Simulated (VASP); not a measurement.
# Ir (I4/mmm) in VASP: a series of runs, part 2 of 2

VASP 6.6.1. Earlier steps stand in the parts before.

## Step 3: Single point, LDA (13.84 Å³/atom)

This run uses another cell than the first one, of 13.84 Å³/atom.

Contents of INCAR:

```
SYSTEM = Ir
PREC = Accurate
ENCUT = 560
EDIFF = 1E-6
ISMEAR = 0
SIGMA = 0.15
LREAL = .FALSE.
LASPH = .TRUE.
NELM = 120
ALGO = Normal
ISIF = 2
LWAVE = .FALSE.
LCHARG = .FALSE.
NBANDS = 14
GGA_COMPAT = .FALSE.
```

Contents of KPOINTS:

```
regular mesh
0
G
  22 22 22
  0 0 0
```

Contents of POSCAR:

```
Ir
1.0
    0.0000000000      2.0060611171      1.7189937713
    2.0060611171      0.0000000000      1.7189937713
    2.0060611171      2.0060611171      0.0000000000
Ir
1
Direct
    0.0000000000      0.0000000000      0.0000000000
```

Potentials or basis: VASP PAW LDA potentials, release 64 (Ir_sv_GW).

Run with:

```bash
> cat potpaw_LDA.64/Ir_sv_GW/POTCAR > POTCAR
> mpirun -np 1 vasp_std > vasp.out
```

OUTCAR:

```text
SYSTEM = Ir
   PREC = Accurate
   ENCUT = 560
   EDIFF = 1E-6
   ISMEAR = 0
   LREAL = .FALSE.
   LASPH = .TRUE.
   NELM = 120
   ISIF = 2

 ion  position               nearest neighbor table
   1  0.000  0.000  0.000-

  LATTYP: Found a body centered tetragonal cell.
 ALAT       =     2.8369988388
 C/A-ratio  =     1.2118396016

  Lattice vectors:

 A1 = (   0.0000000000,  -2.0060611171,  -1.7189937713)
 A2 = (   0.0000000000,   2.0060611171,  -1.7189937713)
 A3 = (   2.0060611171,   0.0000000000,   1.7189937713)

[... 586 lines left out ...]

 [... further k-points ...]

------------------------ aborting loop because EDIFF is reached ----------------------------------------

  FORCE on cell =-STRESS in cart. coord.  units (eV):
  Direction    XX          YY          ZZ          XY          YZ          ZX
  --------------------------------------------------------------------------------------
  -------------------------------------------------------------------------------------
  Total       -1.0077983     -1.0077983      3.1803476      0.0000000      0.0000000     -0.0000000
  in kB     -116.7055718   -116.7055718    368.2922309      0.0000000      0.0000000     -0.0000000
  external PRESSURE =      44.9603624 kB  Pullay stress =       0.0000000 kB

 VOLUME and BASIS-vectors are now :
 -----------------------------------------------------------------------------
  energy-cutoff  :      560.00
  volume of cell :       13.84
      direct lattice vectors                 reciprocal lattice vectors
     0.000000000  2.006061117  1.718993771    -0.249244649  0.249244649  0.290867837
     2.006061117  0.000000000  1.718993771     0.249244649 -0.249244649  0.290867837
     2.006061117  2.006061117  0.000000000     0.249244649  0.249244649 -0.290867837

 POSITION                                       TOTAL-FORCE (eV/Angst)
 -----------------------------------------------------------------------------------
      0.00000      0.00000      0.00000        -0.000000      0.000000      0.000000
 -----------------------------------------------------------------------------------
    total drift:                                0.000000     -0.000000     -0.000000

  FREE ENERGIE OF THE ION-ELECTRON SYSTEM (eV)
  ---------------------------------------------------
  free  energy   TOTEN  =       -10.6667888717 eV

  energy  without entropy=      -10.6544340817  energy(sigma->0) =      -10.66061148
```

Wall time 71 s (1 thread of AMD EPYC 9R45 (Zen 5), shared host); peak memory 0.26 GiB.

What came out:

```yaml
Free_energy: -10.6668 eV
Pressure: 4.5 GPa
Band_gap_on_the_k_mesh: zero (an odd number of electrons rules out a gap without spin polarisation)
```

Caveat: the stress differs along the axes, from -12 to 37 GPa; spin-orbit coupling is left out, which moves the levels of the heavy elements.

## Step 4: Single point, LDA (14.20 Å³/atom)

This run uses another cell than the first one, of 14.20 Å³/atom.

Contents of INCAR:

```
SYSTEM = Ir
PREC     = Accurate       ! precision mode
ENCUT    = 560            ! plane-wave cutoff, eV
EDIFF    = 1E-6           ! SCF threshold, eV
ISMEAR   = 0              ! smearing method
SIGMA    = 0.15           ! smearing width, eV
LREAL    = .False.        ! projectors in reciprocal space
LASPH    = .True.         ! aspherical terms in the spheres
NELM     = 120            ! most SCF steps
ALGO     = Normal         ! electronic algorithm
ISIF     = 2              ! what is computed and relaxed
LWAVE    = .False.        ! write WAVECAR
LCHARG   = .True.         ! write CHGCAR
LELF     = .True.         ! ELF
LVHAR    = .True.       
NBANDS   = 14             ! bands
GGA_COMPAT= .False.
```

Contents of KPOINTS:

```
regular mesh
0
Gamma
  22 22 22
  0 0 0
```

Contents of POSCAR:

```
Ir
1.0
    0.0000000000      1.9722871026      1.8257461709
    1.9722871026      0.0000000000      1.8257461709
    1.9722871026      1.9722871026      0.0000000000
Ir
1
Direct
    0.0000000000      0.0000000000      0.0000000000
```

Run with:

```bash
> cat potpaw_LDA.64/Ir_sv_GW/POTCAR > POTCAR
> mpirun -np 1 vasp_std > vasp.out
```

Wall time 2.3 min (1 thread of AMD EPYC 7R13 (Zen 3), shared host); peak memory 0.27 GiB.

It converged, with:

```yaml
Free_energy: -10.8373 eV
Pressure: -8.9 GPa
Band_gap_on_the_k_mesh: zero (an odd number of electrons rules out a gap without spin polarisation)
```

Stress tensor (GPa, compression positive):
```
-17.82   0.00   0.00
  0.00 -17.82   0.00
  0.00   0.00   8.79
```

Levels at points of the mesh, in eV from the Fermi level:
```
           k point  band 5  band 6  band 7  band 8  band 9  band 10  band 11  band 12
(0.00, 0.00, 0.00)  -11.00   -4.11   -4.11   -3.17   -1.81    -0.56    13.81    18.36
(0.50, 0.00, 0.00)   -8.01   -4.45   -3.36   -0.63    0.63     1.25     7.34    13.27
(0.50, 0.50, 0.00)   -7.75   -7.34    0.89    1.55    1.55     2.91    10.63    10.63
(0.50, 0.00, 0.50)   -7.85   -7.18    0.86    1.01    1.26     1.91     9.88    11.56
```

Caveat: the stress differs along the axes, from -18 to 9 GPa; spin-orbit coupling is left out, which moves the levels of the heavy elements.

## Step 5: Single point, LDA (13.47 Å³/atom)

This run uses another cell than the first one, of 13.47 Å³/atom.

Contents of INCAR:

```
PREC = Accurate
ENCUT = 560
EDIFF = 1E-6
ISMEAR = 0
SIGMA = 0.15
LREAL = F
LASPH = T
NELM = 120
ALGO = Normal
ISIF = 2
LWAVE = F
LCHARG = F
GGA = CA
NBANDS = 14
GGA_COMPAT = F
```

Contents of KPOINTS:

```
regular mesh
0
Gamma
  22 22 22
```

Contents of POSCAR:

```
Ir
1.0
    0.0000000000      2.2036365489      1.3865281165
    2.2036365489      0.0000000000      1.3865281165
    2.2036365489      2.2036365489      0.0000000000
Ir
1
Direct
    0.0000000000      0.0000000000      0.0000000000
```

Potentials or basis: VASP PAW LDA potentials, release 64 (Ir_sv_GW).

Run with:

```bash
> cat potpaw_LDA.64/Ir_sv_GW/POTCAR > POTCAR
> mpirun -np 1 vasp_std > vasp.out
```

OUTCAR:

```text
PREC = Accurate
   ENCUT = 560
   EDIFF = 1E-6
   ISMEAR = 0
   LREAL = F
   LASPH = T
   NELM = 120
   ISIF = 2
   GGA = CA

 ion  position               nearest neighbor table
   1  0.000  0.000  0.000-

  LATTYP: Found a body centered tetragonal cell.
 ALAT       =     3.1164126940
 C/A-ratio  =     0.8898231734

  Lattice vectors:

 A1 = (   0.0000000000,  -2.2036365489,  -1.3865281165)
 A2 = (   0.0000000000,   2.2036365489,  -1.3865281165)
 A3 = (   2.2036365489,   0.0000000000,   1.3865281165)

[... 585 lines left out ...]
     14      37.9039      0.00000

 [... further k-points ...]

------------------------ aborting loop because EDIFF is reached ----------------------------------------

  FORCE on cell =-STRESS in cart. coord.  units (eV):
  Direction    XX          YY          ZZ          XY          YZ          ZX
  --------------------------------------------------------------------------------------
  -------------------------------------------------------------------------------------
  Total        3.0229625      3.0229625     -0.2628947      0.0000000      0.0000000      0.0000000
  in kB      359.6704255    359.6704255    -31.2790629      0.0000000      0.0000000      0.0000000
  external PRESSURE =     229.3539294 kB  Pullay stress =       0.0000000 kB

 VOLUME and BASIS-vectors are now :
 -----------------------------------------------------------------------------
  energy-cutoff  :      560.00
  volume of cell :       13.47
      direct lattice vectors                 reciprocal lattice vectors
     0.000000000  2.203636549  1.386528117    -0.226897671  0.226897671  0.360612954
     2.203636549  0.000000000  1.386528117     0.226897671 -0.226897671  0.360612954
     2.203636549  2.203636549  0.000000000     0.226897671  0.226897671 -0.360612954

 POSITION                                       TOTAL-FORCE (eV/Angst)
 -----------------------------------------------------------------------------------
      0.00000      0.00000      0.00000        -0.000000      0.000000      0.000000
 -----------------------------------------------------------------------------------
    total drift:                                0.000000     -0.000000     -0.000000

  FREE ENERGIE OF THE ION-ELECTRON SYSTEM (eV)
  ---------------------------------------------------
  free  energy   TOTEN  =       -10.3544797670 eV

  energy  without entropy=      -10.3374249219  energy(sigma->0) =      -10.34595234
```

OSZICAR:

```text
N       E                     dE             d eps       ncg     rms          rms(c)
DAV:   1     0.116559545375E+03    0.11656E+03   -0.11984E+04 23940   0.135E+03
DAV:   2    -0.968847939979E+01   -0.12625E+03   -0.12124E+03 29130   0.407E+02
DAV:   3    -0.113931443788E+02   -0.17047E+01   -0.16969E+01 26232   0.446E+01
DAV:   4    -0.113957031792E+02   -0.25588E-02   -0.25587E-02 28218   0.211E+00
DAV:   5    -0.113957085713E+02   -0.53921E-05   -0.53899E-05 26454   0.899E-02    0.742E+01
DAV:   6    -0.104544387509E+02    0.94127E+00   -0.11880E+00 24168   0.116E+01    0.400E+01
DAV:   7    -0.103719010452E+02    0.82538E-01   -0.38052E-01 27060   0.614E+00    0.676E+00
DAV:   8    -0.103546590799E+02    0.17242E-01   -0.61686E-02 24066   0.310E+00    0.624E-01
DAV:   9    -0.103546007654E+02    0.58314E-04   -0.70485E-04 26976   0.324E-01    0.332E-01
DAV:  10    -0.103544824427E+02    0.11832E-03   -0.23946E-04 25488   0.222E-01    0.224E-01
DAV:  11    -0.103544798500E+02    0.25926E-05   -0.60761E-06 26610   0.321E-02    0.527E-02
DAV:  12    -0.103544797670E+02    0.83050E-07   -0.21077E-07 12618   0.505E-03
   1 F= -.10354480E+02 E0= -.10345952E+02  d E =-.170548E-01
```

It took 57 s on 1 thread of Intel Xeon 6975P-C (Granite Rapids), shared host; peak memory 0.28 GiB.

What came out:

```
Free energy            : -10.3545 eV
Pressure               : 22.9 GPa
Band gap on the k mesh : zero (an odd number of electrons rules out a gap without spin polarisation)
```

Caveat: the stress differs along the axes, from -3 to 36 GPa; spin-orbit coupling is left out, which moves the levels of the heavy elements.

## Step 6: The runs side by side

| cell | gap on the mesh (eV) | pressure (GPa) |
| --- | --- | --- |
| a = 2.673, b = 2.673, c = 2.962 Å, angles 56.4, 56.4, 67.3°, 1 atom | none | -10.5 |
| a = 2.642, b = 2.642, c = 2.837 Å, angles 57.5, 57.5, 65.0°, 1 atom | none | 4.5 |
| a = 2.688, b = 2.688, c = 2.789 Å, angles 58.7, 58.7, 62.5°, 1 atom | none | -8.9 |
| a = 2.604, b = 2.604, c = 3.116 Å, angles 53.2, 53.2, 73.5°, 1 atom | none | 22.9 |

Alike in all rows: task single point; level LDA; potentials or basis VASP PAW LDA potentials, release 64 (Ir_sv_GW); no spin polarisation; k mesh 22 × 22 × 22; cutoff (eV) 560; smearing gaussian 0.15 eV.

Caveats: spin-orbit coupling is left out, which moves the levels of the heavy elements; the stress differs along the axes, from -26 to 21 GPa (at least some runs); the stress differs along the axes, from -12 to 37 GPa (at least some runs); the stress differs along the axes, from -18 to 9 GPa (at least some runs); the stress differs along the axes, from -3 to 36 GPa (at least some runs).

Absolute energies hang on the potentials; compare differences alone.
